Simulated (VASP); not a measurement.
## Ti: single point with r2SCAN

Ti:

```xyz
1
Lattice="-1.6410 1.6410 1.5754 1.6410 -1.6410 1.5754 1.6410 1.6410 -1.5754" Properties=species:S:1:pos:R:3 pbc="T T T"
Ti    0.0000    0.0000    0.0000
```

This cell differs from its parent crystal: strain +0.000 along x and y, -0.040 along z.

```
Program             : VASP 6.6.1
Task                : single point
Functional          : r2SCAN
Potentials or basis : VASP PAW PBE potentials, release 64 (Ti_sv)
Cutoff              : 520 eV
k mesh              : 20 × 20 × 20
Occupations         : gaussian, width 0.15 eV
Spin                : no spin polarisation
```

* Pressure: 2.1 GPa
* Band gap on the k mesh: zero (bands 6 and 7 overlap by 1.84 eV)

Stress tensor (GPa, compression positive):
```
2.72 0.00 0.00
0.00 2.72 0.00
0.00 0.00 0.93
```

Levels at points of the mesh, in eV from the Fermi level:
```tsv
k point	band 3	band 4	band 5	band 6	band 7	band 8	band 9	band 10
(0.00, 0.00, 0.00)	-33.64	-33.64	-6.39	0.94	1.28	1.28	2.78	3.18
(0.50, 0.00, 0.00)	-33.88	-33.66	-2.64	-0.49	1.14	3.05	3.48	4.61
(0.50, 0.50, 0.00)	-33.86	-33.63	-2.65	-0.09	0.83	2.75	3.28	4.58
(0.50, 0.50, 0.50)	-34.17	-34.11	-2.41	-2.31	4.22	4.22	4.27	8.54
```

Wall time 8.3 min on 1 thread of Intel(R) Xeon(R) Platinum 8259CL CPU @ 2.50GHz (Skylake/Cascade Lake), on a shared host, peak memory 0.25 GiB.

Caveat: the cell differs from its parent crystal (strain +0.000 along x and y, -0.040 along z); the PAW data sets were made with another functional, which shifts forces and pressure a little.
